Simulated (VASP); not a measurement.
# Ir2Rh (P-3m1) in VASP: notebook

The runs below take Ir2Rh through single point, with PBE.

Everything below comes from runs of VASP 6.6.1. Logs are shortened: lines on timing, memory, paths and dates and some standing lists are left out, and cuts for length are marked.

## 1. The cell of the first run

The structure is trigonal, space group P-3m1 (No. 164). Conventional cell: a = 2.728 Å, b = 2.728 Å, c = 13.031 Å, α = 90.00°, β = 90.00°, γ = 120.00°. Within 3.5 Å of Ir (site symmetry 3m) lie 12 Ir at 2.68 to 2.73 Å. Ir (site symmetry 3m) has 9 Ir at 2.68 to 2.73 Å and 3 Rh at 2.68 Å within 3.5 Å. Rh (site symmetry 3m) has 9 Rh at 2.68 to 2.73 Å and 3 Ir at 2.68 Å within 3.5 Å.

## 2. Single point, PBE

Contents of INCAR:

```
PREC = Accurate
ENCUT = 520
EDIFF = 1E-6
ISMEAR = 0
SIGMA = 0.1
LREAL = F
LASPH = T
NELM = 60
ALGO = Normal
ISIF = 2
LWAVE = F
LCHARG = F
GGA = PE
NBANDS = 42
```

Contents of KPOINTS:

```
Automatic mesh
0
Gamma
  6 6 2
```

Contents of POSCAR:

```
Ir2Rh
1.0
    2.7281601700      0.0000000000      0.0000000000
   -1.3640800900      2.3626560100      0.0000000000
    0.0000000000      0.0000000000     13.0306673300
Ir Rh
4 2
Direct
    0.3333333300      0.6666666700      0.9166666700
    0.3333333300      0.6666666700      0.2500000000
    0.6666666700      0.3333333300      0.0833333300
    0.6666666700      0.3333333300      0.7500000000
    0.3333333300      0.6666666700      0.5833333300
    0.6666666700      0.3333333300      0.4166666700
```

Potentials or basis: VASP PAW PBE potentials, release 64 (Ir, Rh_pv).

The run is started by

```sh
cat potpaw_PBE.64/Ir/POTCAR potpaw_PBE.64/Rh_pv/POTCAR > POTCAR
mpirun -np 1 vasp_std > vasp.out
```

OUTCAR:

```text
PREC = Accurate
   ENCUT = 520
   EDIFF = 1E-6
   ISMEAR = 0
   LREAL = F
   LASPH = T
   NELM = 60
   ISIF = 2
   GGA = PE

 ion  position               nearest neighbor table
   1  0.333  0.667  0.917-   3 2.68   3 2.68   3 2.68   4 2.68   4 2.68   4 2.68
   2  0.333  0.667  0.250-   3 2.68   6 2.68   3 2.68   6 2.68   3 2.68   6 2.68
   3  0.667  0.333  0.083-   1 2.68   1 2.68   1 2.68   2 2.68   2 2.68   2 2.68
   4  0.667  0.333  0.750-   1 2.68   5 2.68   1 2.68   5 2.68   1 2.68   5 2.68
   5  0.333  0.667  0.583-   6 2.68   6 2.68   6 2.68   4 2.68   4 2.68   4 2.68
   6  0.667  0.333  0.417-   5 2.68   5 2.68   5 2.68   2 2.68   2 2.68   2 2.68

  LATTYP: Found a hexagonal cell.
 ALAT       =     2.7281601700
 C/A-ratio  =     4.7763571484

  Lattice vectors:

 A1 = (   2.7281601700,   0.0000000000,   0.0000000000)
 A2 = (  -1.3640800900,   2.3626560100,   0.0000000000)
 A3 = (   0.0000000000,   0.0000000000,  13.0306673300)

Analysis of symmetry for initial positions (statically):
=====================================================================
 Subroutine PRICEL returns:
 Original cell was already a primitive cell.

 Routine SETGRP: Setting up the symmetry group for a
 hexagonal supercell.

 Subroutine GETGRP returns: Found 12 space group operations
 (whereof 12 operations were pure point group operations)
 out of a pool of 24 trial point group operations.

The static configuration has the point symmetry D_3d.

Analysis of symmetry for dynamics (positions and initial velocities):
=====================================================================
 Subroutine PRICEL returns:
 Original cell was already a primitive cell.

 Routine SETGRP: Setting up the symmetry group for a
 hexagonal supercell.

 Subroutine GETGRP returns: Found 12 space group operations
 (whereof 12 operations were pure point group operations)
 out of a pool of 24 trial point group operations.

The dynamic configuration has the point symmetry D_3d.

 Subroutine INISYM returns: Found 12 space group operations
 (whereof 12 operations are pure point group operations),
 and found     1 'primitive' translations

----------------------------------------------------------------------------------------

                                     Primitive cell

  volume of cell :      83.9918

  direct lattice vectors                    reciprocal lattice vectors
[... 86 lines left out ...]
   EDIFFG = 0.1E-04   stopping-criterion for IOM
   NSW    =      0    number of steps for IOM
   IBRION =     -1    ionic relax: 0-MD 1-quasi-New 2-CG
   NFREE  =      0    steps in history (QN), initial steepest desc. (CG)
   ISIF   =      2    stress and relaxation
   ISYM   =      2    0-nonsym 1-usesym 2-fastsym
   POTIM  = 0.5000    time-step for ionic-motion
   TEBEG  =    0.0;   TEEND  =   0.0 temperature during run
   PSTRESS=    0.0 pullay stress
   NELECT =      66.0000    total number of electrons
   NUPDOWN=      -1.0000    fix difference up-down
   EMIN   =  10.00;   EMAX   =-10.00  energy-range for DOS
   EFERMI =   0.00;   METHOD = LEGACY
   ISMEAR =     0;   SIGMA  =   0.10  broadening in eV -4-tet -1-fermi 0-gaus
   EFERMI_NEDOS =   21; number of points for ismear=-14 and -15
   IALGO  =     38    algorithm
   IMIX   =      4    mixing-type and parameters
     AMIX     =   0.40;   BMIX     =  1.00
     AMIX_MAG =   1.60;   BMIX_MAG =  1.00
  volume/ion in A,a.u.               =      14.00        94.47
  Fermi-wavevector in a.u.,A,eV,Ry     =   1.510696  2.854802 31.051257  2.282203
  Thomas-Fermi vector in A             =   2.620852
   LORBIT       =      0    0 simple, 1 ext, 2 COOP (PROOUT), +10 PAW based schemes
   GGA     = PE    functional components
   LHFCALC =     F    Hartree Fock is set to
   AEXX    =    0.0000 exact exchange contribution
   IVDW    =     0    specifies the selected vdW correction
   LEPSILON=     F    determine dielectric tensor
   LRPA    =     F    only Hartree local field effects (RPA)
 non-spin polarized calculation
 Gauss-broadening in eV      SIGMA  =   0.10
  energy-cutoff  :      520.00
  volume of cell :       83.99
 maximum number of plane-waves:      2282
   NGX = 11   NGY = 11   NGZ = 49

 number of electron      66.0000015 magnetization

 Free energy of the ion-electron system (eV)
  ---------------------------------------------------
  ext. energy  EPLUGINS =         0.00000000
  ---------------------------------------------------
  free energy    TOTEN  =       -49.43600596 eV

  energy without entropy =      -49.38710734  energy(sigma->0) =      -49.41155665

 E-fermi :  10.9549     XC(G=0): -14.0067

 val. band max:       10.9546116527   @ k =   0.0000   0.0000   0.0000
 cond. band min:      10.9730490617   @ k =   0.3333   0.3333   0.0000
 fundamental gap:      0.0184374090
 Fermi energy:        10.9548957250

 k-point     1 :       0.0000    0.0000    0.0000
  band No.  band energies     occupation
      1     -36.0917      2.00000
      2     -35.7268      2.00000
      3     -35.5454      2.00000
      4     -35.5454      2.00000
      5     -35.4902      2.00000
      6     -35.4902      2.00000
[... 619 lines left out ...]
     41      17.7474      0.00000
     42      17.7914      0.00000

------------------------ aborting loop because EDIFF is reached ----------------------------------------

  FORCE on cell =-STRESS in cart. coord.  units (eV):
  Direction    XX          YY          ZZ          XY          YZ          ZX
  --------------------------------------------------------------------------------------
  -------------------------------------------------------------------------------------
  Total        5.9177407      5.9177406      5.3705016     -0.0000000     -0.0000000     -0.0000000
  in kB      112.8832473    112.8832471    102.4444456     -0.0000002     -0.0000000     -0.0000000
  external PRESSURE =     109.4036467 kB  Pullay stress =       0.0000000 kB

 VOLUME and BASIS-vectors are now :
 -----------------------------------------------------------------------------
  energy-cutoff  :      520.00
  volume of cell :       83.99
      direct lattice vectors                 reciprocal lattice vectors
     2.728160170  0.000000000  0.000000000     0.366547394  0.211626237  0.000000000
    -1.364080090  2.362656010  0.000000000     0.000000000  0.423252473  0.000000000
     0.000000000  0.000000000 13.030667330     0.000000000  0.000000000  0.076742041

 POSITION                                       TOTAL-FORCE (eV/Angst)
 -----------------------------------------------------------------------------------
     -0.00000      1.57510     11.94478        -0.000000      0.000000     -0.208326
     -0.00000      1.57510      3.25767        -0.000000     -0.000000      0.198835
      1.36408      0.78755      1.08589         0.000000      0.000000      0.208326
      1.36408      0.78755      9.77300         0.000000      0.000000     -0.198835
     -0.00000      1.57510      7.60122        -0.000000      0.000000      0.058338
      1.36408      0.78755      5.42944         0.000000     -0.000000     -0.058338
 -----------------------------------------------------------------------------------
    total drift:                               -0.000000     -0.000000     -0.000000

  FREE ENERGIE OF THE ION-ELECTRON SYSTEM (eV)
  ---------------------------------------------------
  free  energy   TOTEN  =       -49.4360059641 eV

  energy  without entropy=      -49.3871073396  energy(sigma->0) =      -49.41155665
```

stdout:

```text
POSCAR found type information on POSCAR IrRh
 POSCAR found :  2 types and       6 ions
 scaLAPACK will be used
 LDA part: xc-table for (Slater+PW92), standard interpolation
 POSCAR, INCAR and KPOINTS ok, starting setup
 FFT: planning ... GRIDC
 FFT: planning ... GRID_SOFT
 FFT: planning ... GRID
 WAVECAR not read
 entering main loop
```

Run time: 1.8 min. Hardware: 1 thread of Intel Xeon Platinum 8259CL at 2.50GHz (Skylake/Cascade Lake), shared host; peak memory 0.21 GiB.

What came out:

```yaml
Free_energy: -49.4360 eV
Pressure: 10.9 GPa
Largest_force: 0.208 eV/Å
Band_gap_on_the_k_mesh: zero (band 33 reaches 11.93 eV, above the bottom of band 34 at 9.22 eV)
```

Forces in eV/Å, atoms in the order of the input:
```
Ir   0.000  0.000 -0.208
Ir   0.000  0.000  0.199
Ir   0.000  0.000  0.208
Ir   0.000  0.000 -0.199
Rh   0.000  0.000  0.058
Rh   0.000  0.000 -0.058
```

Levels at points of the mesh, in eV from the Fermi level:
| k point | band 30 | band 31 | band 32 | band 33 | band 34 | band 35 | band 36 | band 37 | band 38 | band 39 |
| --- | --- | --- | --- | --- | --- | --- | --- | --- | --- | --- |
| (0.00, 0.00, 0.00) | -2.32 | -2.32 | -1.17 | -1.17 | -1.13 | -1.13 | -0.02 | 0.00 | 0.00 | 0.18 |
| (0.50, 0.00, 0.00) | 0.58 | 0.60 | 0.83 | 0.98 | 1.02 | 1.07 | 1.14 | 1.16 | 1.20 | 2.97 |
| (0.00, 0.00, 0.50) | -2.00 | -1.84 | -1.84 | -1.35 | -0.86 | -0.41 | -0.41 | -0.40 | -0.40 | 0.23 |
| (0.50, 0.00, 0.50) | 0.32 | 0.59 | 0.68 | 0.86 | 1.01 | 1.15 | 1.20 | 1.94 | 2.18 | 2.61 |

Caveat: the k points lie up to 0.44 Å⁻¹ apart; spin-orbit coupling is left out, which moves the levels of the heavy elements.

## 3. Single point, PBE

This run uses another cell than the first one, of 14.45 Å³/atom, 1.032 times its volume.

Contents of INCAR:

```
PREC = Accurate ; ENCUT = 520
EDIFF = 1E-6 ; ISMEAR = 0
SIGMA = 0.1 ; LREAL = False
LASPH = True ; NELM = 100
ALGO = Fast ; ISIF = 2
LWAVE = False ; LCHARG = False
GGA = PE ; NBANDS = 42
```

Contents of KPOINTS:

```
regular mesh
0
Gamma
  6 6 2
```

Contents of POSCAR:

```
Ir2Rh
1.0
    2.7617700822      0.0000000029      0.0000000000
   -1.3808850436      2.3917630491      0.0000000000
    0.0000000000      0.0000000000     13.1224609175
Ir Rh
4 2
Direct
    0.3333333333      0.6666666667      0.9157893782
    0.3333333333      0.6666666667      0.2507719545
    0.6666666667      0.3333333333      0.0842106218
    0.6666666667      0.3333333333      0.7492280455
    0.3333333333      0.6666666667      0.5837178283
    0.6666666667      0.3333333333      0.4162821717
```

Potentials or basis: VASP PAW PBE potentials, release 64 (Ir, Rh_pv).

The run is started by

```sh
cat potpaw_PBE.64/Ir/POTCAR potpaw_PBE.64/Rh_pv/POTCAR > POTCAR
mpirun -np 1 vasp_std > vasp.out
```

OUTCAR:

```text
PREC = Accurate
   ENCUT = 520
   EDIFF = 1E-6
   ISMEAR = 0
   LREAL = False
   LASPH = True
   NELM = 100
   ISIF = 2
   GGA = PE

 ion  position               nearest neighbor table
   1  0.333  0.667  0.916-   4 2.71   4 2.71   4 2.71   3 2.73   3 2.73   3 2.73
   2  0.333  0.667  0.251-   6 2.69   6 2.69   6 2.69   3 2.71   3 2.71   3 2.71
   3  0.667  0.333  0.084-   2 2.71   2 2.71   2 2.71   1 2.73   1 2.73   1 2.73
   4  0.667  0.333  0.749-   5 2.69   5 2.69   5 2.69   1 2.71   1 2.71   1 2.71
   5  0.333  0.667  0.584-   4 2.69   4 2.69   4 2.69   6 2.71   6 2.71   6 2.71
[... 827 lines left out ...]
  -------------------------------------------------------------------------------------
  Total        0.0871448      0.0871448      0.1478299      0.0000000     -0.0000000     -0.0000000
  in kB        1.6107611      1.6107611      2.7324488      0.0000000     -0.0000000     -0.0000000
  external PRESSURE =       1.9846570 kB  Pullay stress =       0.0000000 kB

 VOLUME and BASIS-vectors are now :
 -----------------------------------------------------------------------------
  energy-cutoff  :      520.00
  volume of cell :       86.68
      direct lattice vectors                 reciprocal lattice vectors
     2.761770082  0.000000003  0.000000000     0.362086622  0.209050809  0.000000000
    -1.380885044  2.391763049  0.000000000    -0.000000000  0.418101617  0.000000000
     0.000000000  0.000000000 13.122460917     0.000000000  0.000000000  0.076205218

 POSITION                                       TOTAL-FORCE (eV/Angst)
 -----------------------------------------------------------------------------------
     -0.00000      1.59451     12.01741         0.000000      0.000000      0.014884
     -0.00000      1.59451      3.29075         0.000000      0.000000      0.005719
      1.38089      0.79725      1.10505         0.000000      0.000000     -0.014884
      1.38089      0.79725      9.83172         0.000000     -0.000000     -0.005719
     -0.00000      1.59451      7.65981         0.000000      0.000000     -0.036762
      1.38089      0.79725      5.46265        -0.000000     -0.000000      0.036762
 -----------------------------------------------------------------------------------
    total drift:                                0.000000      0.000000      0.000000

  FREE ENERGIE OF THE ION-ELECTRON SYSTEM (eV)
  ---------------------------------------------------
  free  energy   TOTEN  =       -49.5329544523 eV

  energy  without entropy=      -49.4835379029  energy(sigma->0) =      -49.50824618
```

OSZICAR:

```text
N       E                     dE             d eps       ncg     rms          rms(c)
DAV:   1     0.817572849075E+03    0.81757E+03   -0.34585E+04  1240   0.167E+03
DAV:   2    -0.507025453769E+01   -0.82264E+03   -0.79125E+03  1186   0.532E+02
DAV:   3    -0.516942680411E+02   -0.46624E+02   -0.41385E+02  1330   0.131E+02
[... 14 lines left out ...]
RMM:  18    -0.495330124785E+02    0.69018E-04   -0.24531E-04  1456   0.834E-02    0.219E-01
RMM:  19    -0.495329622493E+02    0.50229E-04   -0.97123E-05  1262   0.667E-02    0.628E-02
RMM:  20    -0.495329558777E+02    0.63716E-05   -0.37202E-05  1421   0.335E-02    0.515E-02
RMM:  21    -0.495329547916E+02    0.10860E-05   -0.99272E-06  1222   0.175E-02    0.305E-02
RMM:  22    -0.495329544523E+02    0.33936E-06   -0.26974E-06   792   0.908E-03
   1 F= -.49532954E+02 E0= -.49508246E+02  d E =-.494165E-01
```

stdout:

```text
POSCAR found type information on POSCAR IrRh
 POSCAR found :  2 types and       6 ions
 scaLAPACK will be used
 LDA part: xc-table for (Slater+PW92), standard interpolation
 POSCAR, INCAR and KPOINTS ok, starting setup
 FFT: planning ... GRIDC
 FFT: planning ... GRID_SOFT
 FFT: planning ... GRID
 WAVECAR not read
 entering main loop
```

Run time: 2.2 min. Hardware: 1 thread of Intel Xeon Platinum 8259CL at 2.50GHz (Skylake/Cascade Lake), shared host; peak memory 0.24 GiB.

Results:

- Free energy: -49.5330 eV
- Pressure: 0.2 GPa
- Largest force: 0.037 eV/Å
- Band gap on the k mesh: zero (band 33 reaches 11.32 eV, above the bottom of band 34 at 8.75 eV)

Forces on the atoms (eV/Å):
```
Ir   0.000  0.000  0.015
Ir   0.000  0.000  0.006
Ir   0.000  0.000 -0.015
Ir   0.000  0.000 -0.006
Rh   0.000  0.000 -0.037
Rh   0.000  0.000  0.037
```

Stress tensor (GPa, compression positive):
```
0.16 0.00 0.00
0.00 0.16 0.00
0.00 0.00 0.27
```

Levels at points of the mesh, in eV from the Fermi level:
| k point | band 30 | band 31 | band 32 | band 33 | band 34 | band 35 | band 36 | band 37 | band 38 | band 39 |
| --- | --- | --- | --- | --- | --- | --- | --- | --- | --- | --- |
| (0.00, 0.00, 0.00) | -2.25 | -2.25 | -1.12 | -1.12 | -1.11 | -1.11 | -0.01 | -0.01 | 0.09 | 0.17 |
| (0.50, 0.00, 0.00) | 0.51 | 0.62 | 0.77 | 0.91 | 0.95 | 1.04 | 1.04 | 1.10 | 1.11 | 2.84 |
| (0.00, 0.00, 0.50) | -1.92 | -1.81 | -1.81 | -1.24 | -0.76 | -0.41 | -0.41 | -0.39 | -0.39 | 0.21 |
| (0.50, 0.00, 0.50) | 0.26 | 0.52 | 0.63 | 0.81 | 0.92 | 1.04 | 1.10 | 1.89 | 2.11 | 2.50 |

Caveat: the k points lie up to 0.44 Å⁻¹ apart; spin-orbit coupling is left out, which moves the levels of the heavy elements.
